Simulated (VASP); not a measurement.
A run of VASP 6.6.1:

The input POSCAR:

```
Ru
1.0
    0.0000000000      1.9307386248      1.9307386248
    1.9307386248      0.0000000000      1.9307386248
    1.9307386248      1.9307386248      0.0000000000
Ru
1
Direct
    0.0000000000      0.0000000000      0.0000000000
```

INCAR.step1

```
SYSTEM = Ru
  PREC = Accurate
  ENCUT = 520
  ISMEAR = -1
  SIGMA = 0.1
  LREAL = .False.
  LASPH = .True.
  NELM = 100
  NBANDS = 13
  GGA = PE
  ALGO = Normal
  EDIFF = 1E-4
  LWAVE = .True.
  LCHARG = .False.
```

INCAR.step2

```
SYSTEM = Ru
  PREC = Accurate
  ENCUT = 520
  EDIFF = 1E-7
  ISMEAR = -1
  SIGMA = 0.1
  LREAL = .False.
  LASPH = .True.
  NELM = 100
  ALGO = Normal
  ISIF = 2
  LWAVE = .False.
  LCHARG = .False.
  METAGGA = R2SCAN
  LMIXTAU = .True.
  NBANDS = 13
  ISTART = 1
```

KPOINTS

```
regular mesh
0
Gamma
  15 15 15
  0 0 0
```

Potentials or basis: VASP PAW PBE potentials, release 64 (Ru_pv).

The run is started by

```bash
$ cat potpaw_PBE.64/Ru_pv/POTCAR > POTCAR
$ cp INCAR.step1 INCAR
$ mpirun -np 1 vasp_std > vasp.out
$ cp INCAR.step2 INCAR
$ mpirun -np 1 vasp_std > vasp.out
```

Hardware: 1 thread of AMD EPYC 9R45 96-Core Processor (Zen 5) (shared host).

Problem. How long does it take, and how much memory?

Solution. Run time: 51 s on 1 thread of AMD EPYC 9R45 96-Core Processor (Zen 5), on a shared host, peak memory 0.11 GiB. Counts: k points 120.
